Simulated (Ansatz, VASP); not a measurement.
# One calculation of Cu, two programs

Contents of INCAR:

```
SYSTEM = Cu
  PREC = Accurate
  ENCUT = 520
  EDIFF = 1E-6
  ISMEAR = -1
  SIGMA = 0.1
  LREAL = .FALSE.
  LASPH = .TRUE.
  NELM = 60
  ALGO = Normal
  ISIF = 2
  LWAVE = .FALSE.
  LCHARG = .TRUE.
  GGA = B5
  ALDAX = 1.0
  AGGAX = 1.0
  AGGAC = 1.0
  ALDAC = 0.0
  LELF = .TRUE.
  LVHAR = .TRUE.
  NBANDS = 12
```

The input KPOINTS:

```
Automatic mesh
0
G
  24 24 24
  0 0 0
```

File POSCAR:

```
Cu
1.0
    0.0000000000      1.8259175005      1.8259175005
    1.8259175005      0.0000000000      1.8259175005
    1.8259175005      1.8259175005      0.0000000000
Cu
1
Direct
    0.0000000000      0.0000000000      0.0000000000
```

Input for Ansatz:

```yaml
crystal:
  lattice:
    - [0.0, 1.8259175005, 1.8259175005]
    - [1.8259175005, 0.0, 1.8259175005]
    - [1.8259175005, 1.8259175005, 0.0]
  atoms:
    - { symbol: Cu, position: [0.0, 0.0, 0.0] }
hamiltonian:
  xc: blyp
  pseudopotentials:
    kind: paw
    azcp:
      Cu: "pseudopotentials/Cu.paw.azcp"
basis:
  ecutwfc: 420
  fft_grid_basis: typed
kpoints:
  mp_grid: { grid: [24, 24, 24], shift: [0, 0, 0] }
magnetization:
  spin_polarized: false
scf:
  occupations: { method: fermi_dirac, width: 0.1 }
output:
  stress: true
```

Alike in both runs: task single point; functional BLYP; k mesh 24 × 24 × 24; occupations fermi-dirac, width 0.1 eV; no spin polarisation.

|  | VASP | Ansatz |
| --- | --- | --- |
| version | VASP 6.6.1 | Ansatz 0.2.0 |
| potentials or method | VASP PAW PBE potentials, release 64 (Cu), cutoff 520 eV | plane waves (420 eV) with PAW, scalar-relativistic |
| valence electrons in the cell | 11 | 19 |

Ansatz gave:

- pressure (GPa): 5.3

**Question.** Which values does VASP return?

**Answer.** Pressure (GPa): 6.0.

VASP's potentials were made for PBE, not for BLYP. VASP's potentials hold 11 valence electrons a cell and Ansatz's 19, so a difference there can come from the potentials and not from the codes.
